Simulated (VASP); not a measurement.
# Al2Cu: single point with PBEsol

Crystal: Al2Cu.

```
CELL_PARAMETERS angstrom
4.08421 0.00000 0.00000
0.00000 4.08421 0.00000
0.00000 0.00000 2.84589
ATOMIC_POSITIONS crystal
Al 0.50000 0.00520 0.50000
Al 0.00000 0.47779 0.50000
Cu 0.00000 0.00722 0.00000
```

This cell differs from its parent crystal: mode 4 frozen in at +0.000 Å and mode 9 at -0.091 Å (largest displacements).

* Program: VASP 6.6.1
* Task: single point
* Functional: PBEsol
* Potentials or basis: VASP PAW PBE potentials, release 64 (Al, Cu)
* Cutoff: 520 eV
* k mesh: 10 × 10 × 14
* Occupations: gaussian, width 0.15 eV
* Spin: no spin polarisation

```json
{"Pressure": "0.9 GPa", "Largest force": "1.149 eV/Å"}
```

Forces in eV/Å, atoms in the order of the input:
```
Al   0.000 -0.268  0.000
Al   0.000  1.149  0.000
Cu   0.000 -0.881  0.000
```

Stress tensor (GPa, compression positive):
```
0.51 0.00 0.00
0.00 1.26 0.00
0.00 0.00 1.03
```

Levels at points of the mesh, in eV from the Fermi level:
```csv
k point,band 7,band 8,band 9,band 10,band 11,band 12
"(0.00, 0.00, 0.00)",-2.48,-2.44,-0.08,0.81,6.19,6.20
"(0.50, 0.00, 0.00)",-4.15,-1.11,1.52,1.74,1.90,7.71
"(0.00, 0.50, 0.00)",-4.13,-1.18,1.59,1.67,1.95,7.68
"(0.50, 0.50, 0.00)",-4.17,-4.16,-2.47,8.56,8.59,9.51
"(0.00, 0.00, 0.50)",-3.04,2.46,2.63,2.63,2.71,2.82
"(0.50, 0.00, 0.50)",-3.12,-2.49,-1.65,3.76,4.01,4.35
"(0.00, 0.50, 0.50)",-3.11,-2.44,-1.65,3.68,3.95,4.56
"(0.50, 0.50, 0.50)",-2.32,-2.32,-0.85,-0.80,0.06,0.07
```

Run time: 100 s on 1 thread of Intel(R) Xeon(R) 6975P-C (Granite Rapids), on a shared host, peak memory 0.32 GiB.

Caveat: the cell differs from its parent crystal (mode 4 frozen in at +0.000 Å and mode 9 at -0.091 Å (largest displacements)); the PAW data sets were made with another functional, which shifts forces and pressure a little.
